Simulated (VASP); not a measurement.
# H6C3O in VASP: notebook

Runs on H6C3O. Level: PBE+D3(BJ). Tasks: single point.

All numbers are computed with VASP 6.6.1; they aren't measurements. Logs are shortened: lines on timing, memory, paths and dates and some standing lists are left out, and cuts for length are marked.

### Step 1. The cell of the first run

The cell holds an amorphous packing of atoms, 40 atoms: a = 8.707 Å, b = 8.707 Å, c = 8.707 Å, α = 90.00°, β = 90.00°, γ = 90.00°.

### Step 2. Single point, PBE+D3(BJ)

Contents of INCAR:

```
SYSTEM = H6C3O
PREC = Accurate
ENCUT = 520
EDIFF = 1E-7
ISMEAR = -1
SIGMA = 0.05
LREAL = Auto
LASPH = .True.
NELM = 60
ALGO = Normal
ISIF = 2
LWAVE = .False.
LCHARG = .False.
GGA = PE
IVDW = 12
NBANDS = 74
```

Contents of KPOINTS:

```
Automatic mesh
0
Gamma
  1 1 1
  0 0 0
```

Contents of POSCAR:

```
H6C3O
1.0
    8.7065880000      0.0000000000      0.0000000000
    0.0000000000      8.7065880000      0.0000000000
    0.0000000000      0.0000000000      8.7065880000
C H O
12 24 4
Direct
    0.4720064499      0.7967929368      0.3468811784
    0.4446201441      0.8475549447      0.1812690771
    0.3745884093      0.1664951083      0.8449029759
    0.3581403994      0.1215587695      0.6761765643
    0.7456369839      0.3801064854      0.7127900792
    0.6399847921      0.5185004763      0.7331813765
    0.8462696152      0.6843367371      0.1420180022
    0.9744096165      0.6329486386      0.0343365705
    0.9298420185      0.0827317890      0.9470002991
    1.0990851258      0.3595629372      0.3091417011
    0.5351830088      0.3660453896      0.1918116963
    0.0705275174      0.9636426775      0.3480814474
    0.4905647459      0.8957535783      0.4229001356
    0.3736789814      0.7320554555      0.3923843694
    0.5734156862      0.7223638997      0.3561932404
    0.4267557032      0.7486539073      0.1049445553
    0.3431402017      0.9219707578      0.1713265996
    0.5430417729      0.9125851158      0.1365486272
    0.3931681085      0.2906118609      0.8578203584
    0.2709910889      0.1363352880      0.9102926403
    0.4721285999      0.1077776169      0.8993109912
    0.3391714421     -0.0025075093      0.6635312251
    0.2606123238      0.1801481101      0.6215758219
    0.4613607932      0.1512359547      0.6098725304
    0.6846071635      0.2718762655      0.7344098218
    0.7928830189      0.3744536388      0.5960443488
    0.8430766583      0.3854278784      0.7927170971
    0.7016645354      0.6271545079      0.7151577578
    0.5442895245      0.5152526860      0.6509946937
    0.5904793023      0.5216110519      0.8491548021
    0.8539143427      0.8074093053      0.1676285639
    0.7327729314      0.6632454506      0.0916630242
    0.8511224979      0.6226730340      0.2520124714
    0.9659720580      0.5098768918      0.0079740098
    0.9692317356      0.6949597747     -0.0754979115
    1.0886430700      0.6533449834      0.0837425901
    0.8172684838      0.0871367816      1.0127727738
    0.9727978376      0.3409409214      0.3359411277
    0.5194286412      0.2815211827      0.2898573995
    0.0688234704      0.8971734200      0.4601208671
```

Potentials or basis: VASP PAW PBE potentials, release 64 (C, H, O).

Command:

```console
$ cat potpaw_PBE.64/C/POTCAR potpaw_PBE.64/H/POTCAR potpaw_PBE.64/O/POTCAR > POTCAR
$ mpirun -np 1 vasp_gam > vasp.out
```

OUTCAR:

```text
SYSTEM = H6C3O
   PREC = Accurate
   ENCUT = 520
   EDIFF = 1E-7
   ISMEAR = -1
   LREAL = Auto
   LASPH = .True.
   NELM = 60
   ISIF = 2
   GGA = PE
   IVDW = 12
 IVDW          = 12

 ion  position               nearest neighbor table
   1  0.472  0.797  0.347-  15 1.10  13 1.10  14 1.10   2 1.53
   2  0.445  0.848  0.181-  18 1.10  16 1.10  17 1.10   1 1.53
   3  0.375  0.166  0.845-  19 1.10  20 1.10  21 1.10   4 1.53
   4  0.358  0.122  0.676-  22 1.10  23 1.10  24 1.10   3 1.53
   5  0.746  0.380  0.713-  26 1.10  25 1.10  27 1.10   6 1.53
   6  0.640  0.519  0.733-  30 1.10  29 1.10  28 1.10   5 1.53
   7  0.846  0.684  0.142-  31 1.10  32 1.10  33 1.10   8 1.52
   8  0.974  0.633  0.034-  36 1.10  34 1.10  35 1.10   7 1.52
   9  0.930  0.083  0.947-  37 1.14
  10  0.099  0.360  0.309-  38 1.14
  11  0.535  0.366  0.192-  39 1.14
  12  0.071  0.964  0.348-  40 1.13
  13  0.491  0.896  0.423-   1 1.10
  14  0.374  0.732  0.392-   1 1.10
[... 24 lines left out ...]
  39  0.519  0.282  0.290-  11 1.14
  40  0.069  0.897  0.460-  12 1.13

  LATTYP: Found a simple cubic cell.
 ALAT       =     8.7065880000

  Lattice vectors:

 A1 = (   8.7065880000,   0.0000000000,   0.0000000000)
 A2 = (   0.0000000000,   8.7065880000,   0.0000000000)
 A3 = (   0.0000000000,   0.0000000000,   8.7065880000)

Analysis of symmetry for initial positions (statically):
=====================================================================
 Subroutine PRICEL returns:
 Original cell was already a primitive cell.

 Routine SETGRP: Setting up the symmetry group for a
 simple cubic supercell.

 Subroutine GETGRP returns: Found  1 space group operations
 (whereof  1 operations were pure point group operations)
 out of a pool of 48 trial point group operations.

The static configuration has the point symmetry C_1 .

Analysis of symmetry for dynamics (positions and initial velocities):
=====================================================================
 Subroutine PRICEL returns:
 Original cell was already a primitive cell.

 Routine SETGRP: Setting up the symmetry group for a
 simple cubic supercell.

 Subroutine GETGRP returns: Found  1 space group operations
 (whereof  1 operations were pure point group operations)
 out of a pool of 48 trial point group operations.

The dynamic configuration has the point symmetry C_1 .

[... 152 lines left out ...]
   EDIFFG = 0.1E-05   stopping-criterion for IOM
   NSW    =      0    number of steps for IOM
   IBRION =     -1    ionic relax: 0-MD 1-quasi-New 2-CG
   NFREE  =      0    steps in history (QN), initial steepest desc. (CG)
   ISIF   =      2    stress and relaxation
   ISYM   =      2    0-nonsym 1-usesym 2-fastsym
   POTIM  = 0.5000    time-step for ionic-motion
   TEBEG  =    0.0;   TEEND  =   0.0 temperature during run
   PSTRESS=    0.0 pullay stress
   NELECT =      96.0000    total number of electrons
   NUPDOWN=      -1.0000    fix difference up-down
   EMIN   =  10.00;   EMAX   =-10.00  energy-range for DOS
   EFERMI =   0.00;   METHOD = LEGACY
   ISMEAR =    -1;   SIGMA  =   0.05  broadening in eV -4-tet -1-fermi 0-gaus
   EFERMI_NEDOS =   21; number of points for ismear=-14 and -15
   IALGO  =     38    algorithm
   IMIX   =      4    mixing-type and parameters
     AMIX     =   0.40;   BMIX     =  1.00
     AMIX_MAG =   1.60;   BMIX_MAG =  1.00
  volume/ion in A,a.u.               =      16.50       111.35
  Fermi-wavevector in a.u.,A,eV,Ry     =   0.860962  1.626982 10.085391  0.741255
  Thomas-Fermi vector in A             =   1.978545
   LORBIT       =      0    0 simple, 1 ext, 2 COOP (PROOUT), +10 PAW based schemes
   GGA     = PE    functional components
   LHFCALC =     F    Hartree Fock is set to
   AEXX    =    0.0000 exact exchange contribution
   IVDW    =    12    specifies the selected vdW correction
   LEPSILON=     F    determine dielectric tensor
   LRPA    =     F    only Hartree local field effects (RPA)
 non-spin polarized calculation
  energy-cutoff  :      520.00
  volume of cell :      660.00
 maximum number of plane-waves:      8923
 NGX is ok and might be reduce to    70
   NGX = 33   NGY = 33   NGZ = 33

 number of electron      96.0000008 magnetization

 Free energy of the ion-electron system (eV)
  ---------------------------------------------------
  ext. energy  EPLUGINS =         0.00000000
  ---------------------------------------------------
  free energy    TOTEN  =      -221.32306837 eV

  energy without entropy =     -221.32306837  energy(sigma->0) =     -221.32306837

 E-fermi :  -4.2634     XC(G=0):  -5.4520

 val. band max:       -5.5769054144   @ k =   0.0000   0.0000   0.0000
 cond. band min:      -0.0696916577   @ k =   0.0000   0.0000   0.0000
 fundamental gap:      5.5072137567
 Fermi energy:        -4.2634304812

 k-point     1 :       0.0000    0.0000    0.0000
  band No.  band energies     occupation
      1     -27.1125      2.00000
      2     -27.0689      2.00000
      3     -27.0453      2.00000
      4     -26.8860      2.00000
      5     -16.3314      2.00000
      6     -16.2024      2.00000
[... 52 lines left out ...]
     59       2.9191      0.00000
     60       2.9460      0.00000
 [bands above 60 left out]

------------------------ aborting loop because EDIFF is reached ----------------------------------------

 Edisp (eV)   -1.25769

 E8    (eV) :    -0.2864

  FORCE on cell =-STRESS in cart. coord.  units (eV):
  Direction    XX          YY          ZZ          XY          YZ          ZX
  --------------------------------------------------------------------------------------
  -------------------------------------------------------------------------------------
  Total       1.06145    -0.04758     0.78646     0.10414    -1.06689    -0.84345
  in kB       2.57671    -0.11550     1.90917     0.25280    -2.58991    -2.04751
  external pressure =        1.46 kB  Pullay stress =        0.00 kB

 VOLUME and BASIS-vectors are now :
 -----------------------------------------------------------------------------
  energy-cutoff  :      520.00
  volume of cell :      660.00
      direct lattice vectors                 reciprocal lattice vectors
     8.706588000  0.000000000  0.000000000     0.114855555  0.000000000  0.000000000
     0.000000000  8.706588000  0.000000000     0.000000000  0.114855555  0.000000000
     0.000000000  0.000000000  8.706588000     0.000000000  0.000000000  0.114855555

 POSITION                                       TOTAL-FORCE (eV/Angst)
 -----------------------------------------------------------------------------------
      4.10957      6.93735      3.02015        -0.013160     -0.004714     -0.000275
      3.87112      7.37931      1.57824         0.011470      0.000519     -0.002110
      3.26139      1.44960      7.35622        -0.047302      0.029713     -0.010700
      3.11818      1.05836      5.88719         0.027972     -0.029774      0.003485
      6.49195      3.30943      6.20597         0.036848      0.024745      0.018609
      5.57208      4.51437      6.38351        -0.027628     -0.017550     -0.024911
[... 32 lines left out ...]
      4.52245      2.45109      2.52367        -0.093257     -0.594457      0.672774
      0.59922      7.81132      4.00608        -0.012624     -0.530590      0.873191
 -----------------------------------------------------------------------------------
    total drift:                               -0.001333     -0.012421     -0.023761

  FREE ENERGIE OF THE ION-ELECTRON SYSTEM (eV)
  ---------------------------------------------------
  free  energy   TOTEN  =      -222.5807547396 eV

  energy  without entropy=     -222.5807547395  energy(sigma->0) =     -222.58075474
```

OSZICAR:

```text
N       E                     dE             d eps       ncg     rms          rms(c)
DAV:   1     0.703821388851E+03    0.70382E+03   -0.44818E+04   148   0.112E+03
DAV:   2    -0.144158782298E+03   -0.84798E+03   -0.80324E+03   190   0.252E+02
DAV:   3    -0.242398650716E+03   -0.98240E+02   -0.97501E+02   192   0.927E+01
[... 12 lines left out ...]
DAV:  16    -0.221323072996E+03    0.10862E-04   -0.84195E-06   184   0.153E-02    0.508E-03
DAV:  17    -0.221323069217E+03    0.37790E-05   -0.69806E-06   160   0.114E-02    0.248E-03
DAV:  18    -0.221323068559E+03    0.65811E-06   -0.15751E-06   168   0.467E-03    0.174E-03
DAV:  19    -0.221323068395E+03    0.16410E-06   -0.32981E-07   144   0.228E-03    0.654E-04
DAV:  20    -0.221323068368E+03    0.26917E-07   -0.70714E-08   112   0.117E-03
   1 F= -.22258075E+03 E0= -.22258075E+03  d E =-.192723E-10
```

Wall time 2.1 min (1 thread of Intel Xeon Platinum 8488C (Sapphire Rapids), shared host); peak memory 0.61 GiB.

Results:

* Free energy: -222.5808 eV
* Pressure: 0.1 GPa
* Largest force: 1.022 eV/Å
* Band gap on the k mesh: 5.51 eV
* Dispersion energy per atom: -0.031 eV

Forces on the atoms (eV/Å):
```
C   -0.013 -0.005  0.000
C    0.011  0.001 -0.002
C   -0.047  0.030 -0.011
C    0.028 -0.030  0.003
C    0.037  0.025  0.019
C   -0.028 -0.018 -0.025
C    0.017 -0.065  0.034
C   -0.012  0.031 -0.063
C    0.764 -0.026 -0.437
C    0.910  0.136 -0.185
C    0.105  0.598 -0.676
C    0.017  0.497 -0.868
H    0.000  0.016  0.016
H   -0.020 -0.021  0.015
H    0.022 -0.016 -0.004
H   -0.005 -0.018 -0.015
H   -0.023  0.014  0.001
H    0.012  0.012 -0.016
H    0.006  0.025  0.017
H   -0.010 -0.002  0.018
H    0.020 -0.018  0.002
H   -0.001 -0.025 -0.009
H   -0.028  0.030  0.013
H    0.009  0.003 -0.015
H   -0.017 -0.006  0.001
H    0.007  0.002 -0.037
H    0.035 -0.014  0.009
H    0.015  0.012 -0.010
H   -0.038  0.017 -0.014
H   -0.011  0.009  0.034
H   -0.004  0.055  0.013
H   -0.046 -0.015 -0.009
H   -0.029  0.005  0.024
H   -0.001 -0.038 -0.007
H    0.023  0.003 -0.028
H    0.048  0.018  0.029
O   -0.762  0.034  0.448
O   -0.887 -0.129  0.187
O   -0.093 -0.594  0.673
O   -0.013 -0.531  0.873
```

Levels at points of the mesh, in eV from the valence-band top:
| k point | band 45 | band 46 | band 47 | band 48 | band 49 | band 50 | band 51 | band 52 |
| --- | --- | --- | --- | --- | --- | --- | --- | --- |
| (0.00, 0.00, 0.00) | -0.14 | -0.08 | -0.04 | 0.00 | 5.51 | 5.59 | 5.70 | 5.84 |

Caveat: the k points lie up to 0.72 Å⁻¹ apart.

### Step 3. Single point, PBE+D3(BJ)

Contents of INCAR:

```
PREC = Accurate
ENCUT = 520
EDIFF = 1E-7
ISMEAR = -1
SIGMA = 0.05
LREAL = Auto
LASPH = True
NELM = 60
ALGO = Normal
ISIF = 2
LWAVE = False
LCHARG = False
GGA = PE
IVDW = 12
NBANDS = 74
```

Contents of KPOINTS:

```
regular mesh
0
Gamma
  1 1 1
```

Contents of POSCAR:

```
H6C3O
1.0
    8.7065880000      0.0000000000      0.0000000000
    0.0000000000      8.7065880000      0.0000000000
    0.0000000000      0.0000000000      8.7065880000
C H O
12 24 4
Direct
    0.4647515192      0.7617105576      0.3564082738
    0.4415621826      0.8297050463      0.1809434419
    0.3391454839      0.1654379419      0.8270059408
    0.3457381927      0.0895413910      0.6733636644
    0.7387394465      0.3522619883      0.7002283788
    0.6545158678      0.5044915413      0.7099681299
    0.8614626074      0.7259215665      0.1187032165
    1.0063299194      0.6415601611      0.0518343121
    0.9011452018      0.1138448265      0.9229447862
    1.0969164959      0.3461287016      0.3113963817
    0.5425202157      0.3636212027      0.1917858063
    0.0702456577      0.9647062661      0.3336439028
    0.5438525402      0.8526761574      0.3951260815
    0.3519518783      0.7918256842      0.4045442371
    0.5000696025      0.6436964744      0.3685140494
    0.4754445714      0.7553475598      0.0903109232
    0.3337472728      0.8867997429      0.1589945453
    0.5309657469      0.9114477451      0.1660237053
    0.3782308293      0.2957530550      0.8145096564
    0.2390144107      0.1806448175      0.9097019406
    0.4154784859      0.0816737854      0.8914628785
    0.3482420438     -0.0351917422      0.6764992210
    0.2667635129      0.1247675898      0.5808704857
    0.4365200237      0.1115706865      0.6089067267
    0.6721002533      0.2623760307      0.7453436409
    0.7544172298      0.3231116483      0.5715786712
    0.8199997519      0.3466914938      0.7809144064
    0.7369821565      0.5894387101      0.6630266644
    0.5580716579      0.4933735236      0.6203003978
    0.6131448967      0.5273592824      0.8253175641
    0.8736372963      0.8411446597      0.1431329931
    0.7621125520      0.7124145532      0.0427722088
    0.8496784274      0.6963347755      0.2410473540
    0.9685768983      0.5402231046      0.0059150611
    1.0354687738      0.7005614599     -0.0463786733
    1.0942977892      0.6065062456      0.1256749487
    0.8123963141      0.1330831320      1.0243162993
    0.9864713938      0.3175870961      0.3674688638
    0.5274856235      0.2854619973      0.2971198362
    0.0490892644      0.8799313807      0.4330858426
```

Potentials or basis: VASP PAW PBE potentials, release 64 (C, H, O).

Command:

```console
$ cat potpaw_PBE.64/C/POTCAR potpaw_PBE.64/H/POTCAR potpaw_PBE.64/O/POTCAR > POTCAR
$ mpirun -np 1 vasp_gam > vasp.out
```

Run time: 1.7 min. Hardware: 1 thread of Intel Xeon Platinum 8488C (Sapphire Rapids), shared host; peak memory 0.64 GiB.

It converged, with:

| Property | Result |
| --- | --- |
| Free energy | -218.9994 eV |
| Pressure | 1.1 GPa |
| Largest force | 5.243 eV/Å |
| Band gap on the k mesh | 4.55 eV |
| Dispersion energy per atom | -0.031 eV |

Forces in eV/Å, atoms in the order of the input:
```
C   -1.172  2.939 -2.381
C    0.895 -0.965  1.664
C    1.043  1.597  1.497
C   -4.444 -1.035  0.212
C   -2.843  0.269 -3.694
C   -0.372 -0.495 -2.185
C    1.074 -2.266  0.612
C   -2.662  1.686  1.184
C   -2.554  0.469  3.036
C    4.128  1.072 -2.060
C   -0.073 -0.392  0.497
C   -0.133 -0.703  0.778
H    0.214 -0.896  0.812
H    0.230 -0.714  0.628
H    0.148 -0.271  0.020
H   -0.416 -1.375 -0.825
H   -0.580 -0.073  0.007
H    0.705  1.364  0.064
H    0.092 -2.213  0.522
H    0.062 -0.737 -1.526
H    0.080  1.598  0.256
H   -0.518 -0.470  0.253
H   -1.071 -0.059  0.507
H    4.776  1.341 -1.699
H   -1.744 -1.373  0.218
H    0.779  0.220  1.851
H    4.193  0.164  1.830
H   -0.522  0.337  0.493
H    0.618  0.604  1.265
H   -0.184  0.402  0.157
H    0.755  2.860 -0.501
H   -0.165 -0.293  0.424
H   -0.902 -1.069 -0.164
H   -1.216 -2.820 -0.998
H    1.563  1.517 -1.880
H    1.494  0.329  1.270
O    2.603 -0.569 -2.919
O   -4.107 -1.002  2.047
O    0.079  0.374 -0.524
O    0.148  0.648 -0.747
```

Stress tensor (GPa, compression positive):
```
 2.70  1.69  0.23
 1.69  1.16  0.07
 0.23  0.07 -0.68
```

Levels at points of the mesh, in eV from the valence-band top:
```tsv
k point	band 44	band 45	band 46	band 47	band 48	band 49	band 50	band 51	band 52	band 53
(0.00, 0.00, 0.00)	-0.93	-0.77	-0.57	-0.50	0.00	4.55	4.58	4.74	4.87	4.97
```

Caveat: the k points lie up to 0.72 Å⁻¹ apart.

[end of part 1 of 2]
